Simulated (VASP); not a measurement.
# HfSi3 (Pm-3m) in VASP: settings compared, part 2 of 2

VASP 6.6.1. The steps go on from the part before.

## Step 5: Single point, LDA

This run uses another cell than the first one, of 15.68 Å³/atom, 1.020 times its volume.

Contents of INCAR:

```
SYSTEM = HfSi3
  PREC = Accurate
  ENCUT = 520
  EDIFF = 1E-7
  ISMEAR = 0
  SIGMA = 0.05
  LREAL = .FALSE.
  LASPH = .TRUE.
  NELM = 100
  ALGO = Normal
  ISIF = 2
  LWAVE = .FALSE.
  LCHARG = .FALSE.
  GGA = CA
  NBANDS = 19
```

Contents of KPOINTS:

```
regular mesh
0
G
  8 8 8
  0 0 0
```

Contents of POSCAR:

```
HfSi3
1.0
    3.9735079819      0.0000000000      0.0000000000
    0.0000000000      3.9735079819      0.0000000000
    0.0000000000      0.0000000000      3.9735079819
Hf Si
1 3
Direct
    0.0000000000      0.0000000000      0.0000000000
    0.0000000000      0.5000000000      0.5000000000
    0.5000000000      0.5000000000      0.0000000000
    0.5000000000      0.0000000000      0.5000000000
```

Potentials or basis: VASP PAW LDA potentials, release 64 (Hf_pv, Si).

On the command line:

```bash
> cat potpaw_LDA.64/Hf_pv/POTCAR potpaw_LDA.64/Si/POTCAR > POTCAR
> mpirun -np 1 vasp_std > vasp.out
```

OUTCAR:

```text
SYSTEM = HfSi3
   PREC = Accurate
   ENCUT = 520
   EDIFF = 1E-7
   ISMEAR = 0
   LREAL = .FALSE.
   LASPH = .TRUE.
   NELM = 100
   ISIF = 2
   GGA = CA

 ion  position               nearest neighbor table
   1  0.000  0.000  0.000-   2 2.81   3 2.81   4 2.81   2 2.81   4 2.81   2 2.81   3 2.81   2 2.81
                             3 2.81   4 2.81   4 2.81   3 2.81
   2  0.000  0.500  0.500-   1 2.81   3 2.81   4 2.81   1 2.81   3 2.81   1 2.81   4 2.81   1 2.81
                             3 2.81   4 2.81   3 2.81   4 2.81
   3  0.500  0.500  0.000-   1 2.81   2 2.81   4 2.81   2 2.81   4 2.81   1 2.81   4 2.81   4 2.81
                             1 2.81   2 2.81   2 2.81   1 2.81
   4  0.500  0.000  0.500-   1 2.81   2 2.81   3 2.81   1 2.81   3 2.81   2 2.81   3 2.81   3 2.81
                             1 2.81   2 2.81   1 2.81   2 2.81

  LATTYP: Found a simple cubic cell.
 ALAT       =     3.9735079819

  Lattice vectors:

 A1 = (   3.9735079819,   0.0000000000,   0.0000000000)
 A2 = (   0.0000000000,   3.9735079819,   0.0000000000)
 A3 = (   0.0000000000,   0.0000000000,   3.9735079819)

Analysis of symmetry for initial positions (statically):
=====================================================================
 Subroutine PRICEL returns:
 Original cell was already a primitive cell.

 Routine SETGRP: Setting up the symmetry group for a
 simple cubic supercell.

 Subroutine GETGRP returns: Found 48 space group operations
 (whereof 48 operations were pure point group operations)
 out of a pool of 48 trial point group operations.

The static configuration has the point symmetry O_h .

Analysis of symmetry for dynamics (positions and initial velocities):
=====================================================================
 Subroutine PRICEL returns:
 Original cell was already a primitive cell.

 Routine SETGRP: Setting up the symmetry group for a
 simple cubic supercell.

 Subroutine GETGRP returns: Found 48 space group operations
 (whereof 48 operations were pure point group operations)
 out of a pool of 48 trial point group operations.

The dynamic configuration has the point symmetry O_h .

 Subroutine INISYM returns: Found 48 space group operations
[... 126 lines left out ...]
   GGA     = CA    functional components
   LHFCALC =     F    Hartree Fock is set to
   AEXX    =    0.0000 exact exchange contribution
   IVDW    =     0    specifies the selected vdW correction
   LEPSILON=     F    determine dielectric tensor
   LRPA    =     F    only Hartree local field effects (RPA)
 non-spin polarized calculation
 Gauss-broadening in eV      SIGMA  =   0.05
  energy-cutoff  :      520.00
  volume of cell :       62.74
 maximum number of plane-waves:      1743
 NGX is ok and might be reduce to    30
   NGX = 15   NGY = 15   NGZ = 15

 number of electron      21.9999997 magnetization

 Free energy of the ion-electron system (eV)
  ---------------------------------------------------
  ext. energy  EPLUGINS =         0.00000000
  ---------------------------------------------------
  free energy    TOTEN  =       -29.14576803 eV

  energy without entropy =      -29.14168681  energy(sigma->0) =      -29.14372742

 E-fermi :   9.1472     XC(G=0): -11.5335

 val. band max:        9.1402579003   @ k =   0.1250   0.0000   0.0000
 cond. band min:       9.1485583030   @ k =   0.3750   0.3750   0.0000
 fundamental gap:      0.0083004027
 Fermi energy:         9.1471585021

 k-point     1 :       0.0000    0.0000    0.0000
  band No.  band energies     occupation
      1     -21.9891      2.00000
      2     -21.9891      2.00000
      3     -21.9891      2.00000
      4      -4.1740      2.00000
      5       3.1620      2.00000
      6       3.1620      2.00000
[... 505 lines left out ...]
      6       1.1078      2.00000
[... 11 lines left out ...]
     18      14.5942      0.00000
     19      15.9517      0.00000

 [... further k-points ...]

------------------------ aborting loop because EDIFF is reached ----------------------------------------

  FORCE on cell =-STRESS in cart. coord.  units (eV):
  Direction    XX          YY          ZZ          XY          YZ          ZX
  --------------------------------------------------------------------------------------
  -------------------------------------------------------------------------------------
  Total       -2.3412406     -2.3412406     -2.3412406      0.0000000      0.0000000     -0.0000000
  in kB      -59.7908002    -59.7908002    -59.7908002      0.0000000      0.0000000     -0.0000000
  external PRESSURE =     -59.7908002 kB  Pullay stress =       0.0000000 kB

 VOLUME and BASIS-vectors are now :
 -----------------------------------------------------------------------------
  energy-cutoff  :      520.00
  volume of cell :       62.74
      direct lattice vectors                 reciprocal lattice vectors
     3.973507982  0.000000000  0.000000000     0.251666790  0.000000000  0.000000000
     0.000000000  3.973507982  0.000000000     0.000000000  0.251666790  0.000000000
     0.000000000  0.000000000  3.973507982     0.000000000  0.000000000  0.251666790

 POSITION                                       TOTAL-FORCE (eV/Angst)
 -----------------------------------------------------------------------------------
      0.00000      0.00000      0.00000         0.000000      0.000000      0.000000
      0.00000      1.98675      1.98675         0.000000      0.000000      0.000000
      1.98675      1.98675      0.00000         0.000000      0.000000      0.000000
      1.98675      0.00000      1.98675         0.000000      0.000000      0.000000
 -----------------------------------------------------------------------------------
    total drift:                               -0.000000     -0.000000      0.000000

  FREE ENERGIE OF THE ION-ELECTRON SYSTEM (eV)
  ---------------------------------------------------
  free  energy   TOTEN  =       -29.1457680300 eV

  energy  without entropy=      -29.1416868108  energy(sigma->0) =      -29.14372742
```

OSZICAR:

```text
N       E                     dE             d eps       ncg     rms          rms(c)
DAV:   1     0.461534081527E+02    0.46153E+02   -0.10380E+04  1330   0.103E+03
DAV:   2    -0.272825399157E+02   -0.73436E+02   -0.71100E+02  1666   0.206E+02
DAV:   3    -0.300012841183E+02   -0.27187E+01   -0.26699E+01  1808   0.281E+01
DAV:   4    -0.300246172407E+02   -0.23333E-01   -0.23298E-01  1677   0.310E+00
DAV:   5    -0.300248040764E+02   -0.18684E-03   -0.18683E-03  1624   0.284E-01    0.427E+01
DAV:   6    -0.292494224604E+02    0.77538E+00   -0.18952E+00  1521   0.614E+00    0.287E+01
DAV:   7    -0.291536210639E+02    0.95801E-01   -0.45264E-01  1692   0.355E+00    0.232E+00
DAV:   8    -0.291469656162E+02    0.66554E-02   -0.33383E-02  1559   0.936E-01    0.964E-01
DAV:   9    -0.291458547210E+02    0.11109E-02   -0.58919E-03  1545   0.417E-01    0.496E-01
DAV:  10    -0.291457752145E+02    0.79506E-04   -0.62725E-04  1671   0.110E-01    0.104E-01
DAV:  11    -0.291457705835E+02    0.46310E-05   -0.81304E-05  1594   0.426E-02    0.713E-03
DAV:  12    -0.291457680720E+02    0.25115E-05   -0.76005E-06  1591   0.128E-02    0.356E-03
DAV:  13    -0.291457680337E+02    0.38328E-07   -0.12709E-06  1714   0.545E-03    0.867E-03
DAV:  14    -0.291457680300E+02    0.36252E-08   -0.14324E-07  1174   0.181E-03
   1 F= -.29145768E+02 E0= -.29143727E+02  d E =-.408122E-02
```

Run time: 17 s. Hardware: 1 thread of AMD EPYC 9R45 (Zen 5), shared host; peak memory 0.14 GiB.

Results:

| Property | Result |
| --- | --- |
| Free energy | -29.1458 eV |
| Pressure | -6.0 GPa |
| Band gap on the k mesh | zero (band 11 reaches 9.98 eV, above the bottom of band 12 at 8.11 eV) |

Caveat: spin-orbit coupling is left out, which moves the levels of the heavy elements.

## Step 6: Single point, PBE

This run uses another cell than the first one, of 15.87 Å³/atom, 1.033 times its volume.

Contents of INCAR:

```
SYSTEM = HfSi3
PREC = Accurate
ENCUT = 520
EDIFF = 1E-7
ISMEAR = 0
SIGMA = 0.05
LREAL = .False.
LASPH = .True.
NELM = 80
ALGO = Normal
ISIF = 2
LWAVE = .False.
LCHARG = .False.
GGA = PE
NBANDS = 19
```

Contents of KPOINTS:

```
Automatic mesh
0
Gamma
  8 8 8
  0 0 0
```

Contents of POSCAR:

```
HfSi3
1.0
    3.9892303806      0.0000000000      0.0000000000
    0.0000000000      3.9892303806      0.0000000000
    0.0000000000      0.0000000000      3.9892303806
Hf Si
1 3
Direct
    0.0000000000      0.0000000000      0.0000000000
    0.0000000000      0.5000000000      0.5000000000
    0.5000000000      0.5000000000      0.0000000000
    0.5000000000      0.0000000000      0.5000000000
```

Potentials or basis: VASP PAW PBE potentials, release 64 (Hf_pv, Si).

On the command line:

```bash
> cat potpaw_PBE.64/Hf_pv/POTCAR potpaw_PBE.64/Si/POTCAR > POTCAR
> mpirun -np 1 vasp_std > vasp.out
```

OUTCAR:

```text
SYSTEM = HfSi3
   PREC = Accurate
   ENCUT = 520
   EDIFF = 1E-7
   ISMEAR = 0
   LREAL = .False.
   LASPH = .True.
   NELM = 80
   ISIF = 2
   GGA = PE

 ion  position               nearest neighbor table
   1  0.000  0.000  0.000-   2 2.82   3 2.82   4 2.82   2 2.82   4 2.82   2 2.82   3 2.82   2 2.82
                             3 2.82   4 2.82   4 2.82   3 2.82
   2  0.000  0.500  0.500-   1 2.82   3 2.82   4 2.82   1 2.82   3 2.82   1 2.82   4 2.82   1 2.82
                             3 2.82   4 2.82   3 2.82   4 2.82
   3  0.500  0.500  0.000-   1 2.82   2 2.82   4 2.82   2 2.82   4 2.82   1 2.82   4 2.82   4 2.82
                             1 2.82   2 2.82   2 2.82   1 2.82
   4  0.500  0.000  0.500-   1 2.82   2 2.82   3 2.82   1 2.82   3 2.82   2 2.82   3 2.82   3 2.82
[... 733 lines left out ...]
  Total       -0.6108654     -0.6108654     -0.6108654     -0.0000000     -0.0000000     -0.0000000
  in kB      -15.4166043    -15.4166043    -15.4166043     -0.0000000     -0.0000000     -0.0000000
  external PRESSURE =     -15.4166043 kB  Pullay stress =       0.0000000 kB

 VOLUME and BASIS-vectors are now :
 -----------------------------------------------------------------------------
  energy-cutoff  :      520.00
  volume of cell :       63.48
      direct lattice vectors                 reciprocal lattice vectors
     3.989230381  0.000000000  0.000000000     0.250674918  0.000000000  0.000000000
     0.000000000  3.989230381  0.000000000     0.000000000  0.250674918  0.000000000
     0.000000000  0.000000000  3.989230381     0.000000000  0.000000000  0.250674918

 POSITION                                       TOTAL-FORCE (eV/Angst)
 -----------------------------------------------------------------------------------
      0.00000      0.00000      0.00000         0.000000      0.000000      0.000000
      0.00000      1.99462      1.99462         0.000000      0.000000      0.000000
      1.99462      1.99462      0.00000         0.000000      0.000000      0.000000
      1.99462      0.00000      1.99462         0.000000      0.000000      0.000000
 -----------------------------------------------------------------------------------
    total drift:                               -0.000000     -0.000000      0.000000

  FREE ENERGIE OF THE ION-ELECTRON SYSTEM (eV)
  ---------------------------------------------------
  free  energy   TOTEN  =       -26.4164769935 eV

  energy  without entropy=      -26.4124706778  energy(sigma->0) =      -26.41447384
```

It took 18 s on 1 thread of AMD EPYC 9R45 (Zen 5), shared host; peak memory 0.16 GiB.

Results:

* Free energy: -26.4165 eV
* Pressure: -1.5 GPa
* Band gap on the k mesh: zero (band 11 reaches 9.95 eV, above the bottom of band 12 at 8.01 eV)

Caveat: spin-orbit coupling is left out, which moves the levels of the heavy elements.

## Step 7: Summary

| level | potentials or basis | cell | gap on the mesh (eV) | pressure (GPa) |
| --- | --- | --- | --- | --- |
| PBE | VASP PAW PBE potentials, release 64 (Hf_pv, Si) | a = 3.947 Å, 4 atoms | none | 2.1 |
| PBE | VASP PAW PBE potentials, release 64 (Hf_pv, Si) | a = 3.974 Å, 4 atoms | none | -0.2 |
| PBEsol | VASP PAW PBE potentials, release 64 (Hf_pv, Si) | a = 3.974 Å, 4 atoms | none | -3.8 |
| LDA | VASP PAW LDA potentials, release 64 (Hf_pv, Si) | a = 3.974 Å, 4 atoms | none | -6.0 |
| PBE | VASP PAW PBE potentials, release 64 (Hf_pv, Si) | a = 3.989 Å, 4 atoms | none | -1.5 |

Alike in all rows: task single point; no spin polarisation; k mesh 8 × 8 × 8; cutoff (eV) 520; smearing gaussian 0.05 eV.

Caveats: spin-orbit coupling is left out, which moves the levels of the heavy elements; the PAW data sets were made with another functional, which shifts forces and pressure a little (some runs).

Absolute energies hang on the potentials; compare differences alone.
